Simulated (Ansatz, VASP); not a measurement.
# YbB2 in VASP and in Ansatz

INCAR

```
SYSTEM = YbB2
  ALGO = Normal
  EDIFF = 1E-7
  ENCUT = 520
  GGA = PE
  ISIF = 2
  ISMEAR = -1
  LASPH = .TRUE.
  LCHARG = .FALSE.
  LREAL = .FALSE.
  LWAVE = .FALSE.
  NBANDS = 22
  NELM = 100
  PREC = Accurate
  SIGMA = 0.1
```

Contents of KPOINTS:

```
k-points
0
G
  8 8 6
  0 0 0
```

Contents of POSCAR:

```
YbB2
1.0
    1.6179620000      2.8023900000      0.0000000000
   -1.6179620000      2.8023900000      0.0000000000
    0.0000000000      0.0000000000      3.7149960000
Yb B
1 2
Direct
    0.0000000000      0.0000000000      0.0000000000
    0.3333000000      0.3334000000      0.5000000000
    0.6666000000      0.6667000000      0.5000000000
```

Input for Ansatz:

```yaml
crystal:
  lattice:
    - [1.617962, 2.80239, 0.0]
    - [-1.617962, 2.80239, 0.0]
    - [0.0, 0.0, 3.714996]
  atoms:
    - { symbol: Yb, position: [0.0, 0.0, 0.0] }
    - { symbol: B, position: [0.3333, 0.3334, 0.5] }
    - { symbol: B, position: [0.6666, 0.6667, 0.5] }
kpoints:
  mp_grid: { grid: [8, 8, 6], shift: [0, 0, 0] }
  band_path:
    path:
      - [0.0, 0.0, 0.0]
      - [0.49999995, -2.1e-07, 0.0]
      - [0.66666645, 0.33333301, 0.0]
      - [0.0, 0.0, 0.0]
      - [0.0, 0.0, 0.5]
      - [0.49999995, -2.1e-07, 0.5]
      - [0.66666645, 0.33333301, 0.5]
      - [0.0, 0.0, 0.5]
      - [0.49999995, -2.1e-07, 0.5]
      - [0.49999995, -2.1e-07, 0.0]
      - [0.66666645, 0.33333301, 0.5]
    npoints: 6
magnetization:
  spin_polarized: false
scf:
  occupations: { method: fermi_dirac }
  lower_state_search: "off"
  max_iter: 200
hamiltonian:
  pseudopotentials: { kind: paw }
  xc: pbe
basis:
  ecutwfc: 420
  fft_grid_basis: typed
output:
  forces: true
  stress: true
  eigenvalues: true
  bader: true
  populations: true
  elf: true
  write_potential: true
  volumetric_format: npy
  dos:
    e_range: [-12, 8]
    de: 0.05
    projected: { site_lists: { B: [B], Yb: [Yb] } }
checkpoint:
  read: saved_state
```

Alike in both runs: task single point; functional PBE; k mesh 8 × 8 × 6; no spin polarisation.

|  | VASP | Ansatz |
| --- | --- | --- |
| version | VASP 6.6.1 | Ansatz 0.2.0 |
| potentials or method | VASP PAW PBE potentials, release 64 (Yb, B), cutoff 520 eV | PAW plane waves |
| occupations | fermi-dirac, width 0.1 eV | fermi-dirac |
| valence electrons in the cell | 30 | 30 |

|  | VASP | Ansatz | Ansatz less VASP |
| --- | --- | --- | --- |
| pressure (GPa) | 5.3 | 4.6 | -0.74 |
| traceless stress, the component that is largest in VASP (GPa) | 5.53 | 5.40 | -0.129 |

Spin-orbit coupling is off throughout.
